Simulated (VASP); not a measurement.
# ScB4 (P4/mmm) in VASP: further runs, part 2 of 2

VASP 6.6.1.

**4. Relaxation of cell and atoms, PBE**

Contents of INCAR:

```
PREC = Accurate ; ENCUT = 600
EDIFF = 1E-7 ; ISMEAR = 0
SIGMA = 0.1 ; LREAL = F
LASPH = T ; NELM = 60
ALGO = Normal ; ISIF = 3
LWAVE = F ; LCHARG = F
GGA = PE ; IBRION = 2
NSW = 90 ; EDIFFG = -0.04
```

Contents of KPOINTS:

```
regular mesh
0
Gamma
  6 6 4
```

Contents of POSCAR:

```
ScB4
1.0
    3.3662634100      0.0000000000      0.0000000000
    0.0000000000      3.3662634100      0.0000000000
    0.0000000000      0.0000000000      4.1476541300
Sc B
1 4
Direct
    0.0000000000      0.0000000000      0.5000000000
    0.5000000000      0.0000000000      0.0000000000
    0.0000000000      0.5000000000      0.0000000000
    0.5000000000      0.5000000000      0.0000000000
    0.5000000000      0.5000000000      0.5000000000
```

Potentials or basis: VASP PAW PBE potentials, release 64 (Sc_sv, B).

Launch:

```bash
$ cat potpaw_PBE.64/Sc_sv/POTCAR potpaw_PBE.64/B/POTCAR > POTCAR
$ mpirun -np 1 vasp_std > vasp.out
```

OUTCAR:

```text
PREC = Accurate
   ENCUT = 600
   EDIFF = 1E-7
   ISMEAR = 0
   LREAL = F
   LASPH = T
   NELM = 60
   ISIF = 3
   GGA = PE
   IBRION = 2
   NSW = 90
   EDIFFG = -0.04

 ion  position               nearest neighbor table
   1  0.000  0.000  0.500-   5 2.38   5 2.38   5 2.38   5 2.38   3 2.67   3 2.67   3 2.67   3 2.67
                             2 2.67   2 2.67   2 2.67   2 2.67
   2  0.500  0.000  0.000-   4 1.68   4 1.68   1 2.67   1 2.67   1 2.67   1 2.67
   3  0.000  0.500  0.000-   4 1.68   4 1.68   1 2.67   1 2.67   1 2.67   1 2.67
   4  0.500  0.500  0.000-   2 1.68   3 1.68   2 1.68   3 1.68   5 2.07   5 2.07
   5  0.500  0.500  0.500-   4 2.07   4 2.07   1 2.38   1 2.38   1 2.38   1 2.38

  LATTYP: Found a simple tetragonal cell.
 ALAT       =     3.3662634100
 C/A-ratio  =     1.2321240571

  Lattice vectors:

 A1 = (   3.3662634100,   0.0000000000,   0.0000000000)
 A2 = (   0.0000000000,   3.3662634100,   0.0000000000)
 A3 = (   0.0000000000,   0.0000000000,   4.1476541300)

Analysis of symmetry for initial positions (statically):
=====================================================================
 Subroutine PRICEL returns:
 Original cell was already a primitive cell.

 Routine SETGRP: Setting up the symmetry group for a
 simple tetragonal supercell.

 Subroutine GETGRP returns: Found 16 space group operations
 (whereof 16 operations were pure point group operations)
 out of a pool of 16 trial point group operations.

The static configuration has the point symmetry D_4h.

Analysis of symmetry for dynamics (positions and initial velocities):
=====================================================================
 Subroutine PRICEL returns:
 Original cell was already a primitive cell.

 Routine SETGRP: Setting up the symmetry group for a
 simple tetragonal supercell.

 Subroutine GETGRP returns: Found 16 space group operations
 (whereof 16 operations were pure point group operations)
 out of a pool of 16 trial point group operations.

The dynamic configuration has the point symmetry D_4h.

 Subroutine INISYM returns: Found 16 space group operations
 (whereof 16 operations are pure point group operations),
 and found     1 'primitive' translations

[... 141 lines left out ...]

 number of electron      23.0000000 magnetization

 Free energy of the ion-electron system (eV)
  ---------------------------------------------------
  ext. energy  EPLUGINS =         0.00000000
  ---------------------------------------------------
  free energy    TOTEN  =       -29.06879197 eV

  energy without entropy =      -29.06062537  energy(sigma->0) =      -29.06470867

------------------------ aborting loop because EDIFF is reached ----------------------------------------

  FORCE on cell =-STRESS in cart. coord.  units (eV):
  Direction    XX          YY          ZZ          XY          YZ          ZX
  --------------------------------------------------------------------------------------
  -------------------------------------------------------------------------------------
  Total        0.1718550      0.1718550      2.2159901      0.0000000      0.0000000      0.0000000
  in kB        5.8583323      5.8583323     75.5404664      0.0000000      0.0000000      0.0000000
  external PRESSURE =      29.0857103 kB  Pullay stress =       0.0000000 kB
[... 182 lines left out ...]
--------------------------------------- Ionic step        6  -------------------------------------------

 number of electron      23.0000001 magnetization

 Free energy of the ion-electron system (eV)
  ---------------------------------------------------
  ext. energy  EPLUGINS =         0.00000000
  ---------------------------------------------------
  free energy    TOTEN  =       -29.13407430 eV

  energy without entropy =      -29.12166268  energy(sigma->0) =      -29.12786849

 E-fermi :   6.1419     XC(G=0): -11.5141

 val. band max:        6.1403951397   @ k =   0.3333   0.1667   0.0000
 cond. band min:       6.1848307891   @ k =   0.3333   0.0000   0.0000
 fundamental gap:      0.0444356494
 Fermi energy:         6.1418910572

 k-point     1 :       0.0000    0.0000    0.0000
  band No.  band energies     occupation
      1     -42.4268      2.00000
      2     -21.3516      2.00000
      3     -20.9417      2.00000
      4     -20.9417      2.00000
      5      -7.8609      2.00000
      6      -0.3954      2.00000
      7      -0.1018      2.00000
      8      -0.1018      2.00000
      9       0.2306      2.00000
     10       4.1045      2.00000
     11       7.3914      0.00000
     12       8.7158      0.00000
     13       8.7831      0.00000
     14       8.7831      0.00000
[... 401 lines left out ...]
      2     -21.3424      2.00000
      3     -21.1670      2.00000
      4     -20.9101      2.00000
      5      -5.9364      2.00000
      6      -3.7723      2.00000
      7      -1.2732      2.00000
      8       1.0609      2.00000
      9       1.4293      2.00000
     10       5.1837      2.00000
     11       6.0355      1.86771
     12       6.5220      0.00000
     13       6.9387      0.00000
     14       7.8101      0.00000
     15       7.9286      0.00000

 [... further k-points ...]
[... 5 lines left out ...]
  --------------------------------------------------------------------------------------
  -------------------------------------------------------------------------------------
  Total       -0.0412508     -0.0412508     -0.0096826      0.0000000      0.0000000      0.0000000
  in kB       -1.3514413     -1.3514413     -0.3172164      0.0000000      0.0000000      0.0000000
  external PRESSURE =      -1.0066996 kB  Pullay stress =       0.0000000 kB
[... 20 lines left out ...]
  FREE ENERGIE OF THE ION-ELECTRON SYSTEM (eV)
  ---------------------------------------------------
  free  energy   TOTEN  =       -29.1340743020 eV

  energy  without entropy=      -29.1216626797  energy(sigma->0) =      -29.12786849

 reached required accuracy - stopping structural energy minimisation
```

OSZICAR:

```text
N       E                     dE             d eps       ncg     rms          rms(c)
DAV:   1     0.220705999143E+03    0.22071E+03   -0.12301E+04   900   0.170E+03
DAV:   2    -0.121239234774E+02   -0.23283E+03   -0.23050E+03   953   0.454E+02
DAV:   3    -0.313883329065E+02   -0.19264E+02   -0.18683E+02  1499   0.118E+02
[... 58 lines left out ...]
DAV:   4    -0.291340923648E+02    0.36498E-03   -0.86993E-04  1440   0.357E-01    0.500E-02
DAV:   5    -0.291340727290E+02    0.19636E-04   -0.56832E-05  1434   0.684E-02    0.218E-02
DAV:   6    -0.291340739292E+02   -0.12002E-05   -0.47837E-06  1231   0.165E-02    0.490E-03
DAV:   7    -0.291340742707E+02   -0.34155E-06   -0.55931E-07  1126   0.792E-03    0.768E-04
DAV:   8    -0.291340743020E+02   -0.31312E-07   -0.78558E-08   646   0.260E-03
   6 F= -.29134074E+02 E0= -.29127868E+02  d E =-.149774E-02
```

It took 1.8 min on 1 thread of Intel Xeon Platinum 8259CL at 2.50GHz (Skylake/Cascade Lake), shared host; peak memory 0.19 GiB.

What came out:

| Property | Result |
| --- | --- |
| Free energy | -29.1341 eV |
| Relaxed volume | 9.78 Å³/atom |
| Relaxed cell | a = 3.336 Å, b = 3.336 Å, c = 4.395 Å, α = 90.00°, β = 90.00°, γ = 90.00° |
| Space group after relaxing (to 0.05 Å) | P4/mmm (No. 123) |
| Energy gained by relaxing | 13.1 meV/atom |
| Ionic steps | 6 |
| Pressure after relaxing | -0.1 GPa |

Step by step:
```csv
step,energy change (eV),largest force (eV/Å),pressure (GPa),volume (Å³)
1,0.0000,0.0000,2.91,47.00
2,-0.0361,0.0000,-0.04,48.16
3,-0.0478,0.0000,-3.04,49.58
4,-0.0638,0.0000,-1.07,49.31
5,-0.0638,0.0000,-1.01,49.30
6,-0.0653,0.0000,-0.10,48.90
```

Final structure:
```yaml
crystal:
  lattice:
    - [3.33561, 0.00000, 0.00000]
    - [0.00000, 3.33561, 0.00000]
    - [0.00000, 0.00000, 4.39536]
  atoms:
    - { symbol: Sc, position: [0.00000, 0.00000, 0.50000] }
    - { symbol: B, position: [0.50000, 0.00000, 0.00000] }
    - { symbol: B, position: [0.00000, 0.50000, 0.00000] }
    - { symbol: B, position: [0.50000, 0.50000, 0.00000] }
    - { symbol: B, position: [0.50000, 0.50000, 0.50000] }
```

Levels at points of the mesh, in eV from the Fermi level:
| k point | band 8 | band 9 | band 10 | band 11 | band 12 | band 13 | band 14 | band 15 |
| --- | --- | --- | --- | --- | --- | --- | --- | --- |
| (0.00, 0.00, 0.00) | -6.24 | -5.91 | -2.04 | 1.25 | 2.57 | 2.64 | 2.64 | 2.73 |
| (0.50, 0.00, 0.00) | -5.34 | -3.68 | -2.50 | -1.02 | -0.25 | 0.81 | 1.01 | 1.95 |
| (0.50, 0.50, 0.00) | -5.73 | -4.27 | -3.26 | -1.95 | -1.95 | 0.40 | 0.40 | 4.33 |
| (0.00, 0.00, 0.50) | -6.26 | -1.29 | -0.75 | -0.70 | 0.98 | 1.81 | 1.81 | 2.63 |
| (0.50, 0.00, 0.50) | -5.08 | -4.71 | -0.96 | -0.11 | 0.38 | 0.80 | 1.67 | 1.79 |
| (0.50, 0.50, 0.50) | -7.03 | -5.08 | -2.83 | -2.83 | 2.44 | 2.73 | 2.85 | 2.85 |

Caveat: the k points lie up to 0.36 Å⁻¹ apart in the final cell.

**5. The runs side by side**

| task | cell | cutoff (eV) | gap on the mesh (eV) | pressure (GPa) |
| --- | --- | --- | --- | --- |
| single point | a = 3.366, b = 3.366, c = 4.148 Å, 5 atoms | 520 | none | 2.9 |
| single point | a = 3.336, b = 3.336, c = 4.381 Å, 5 atoms | 520 | none | 0.1 |
| relaxation of cell and atoms | relaxed from a = 3.366, b = 3.366, c = 4.148 Å, 5 atoms | 600 | none | -0.1 |

Alike in all rows: level PBE; potentials or basis VASP PAW PBE potentials, release 64 (Sc_sv, B); no spin polarisation; k mesh 6 × 6 × 4; smearing gaussian 0.1 eV.

Caveats: some runs use coarse meshes.

Absolute energies hang on the potentials; compare differences alone.
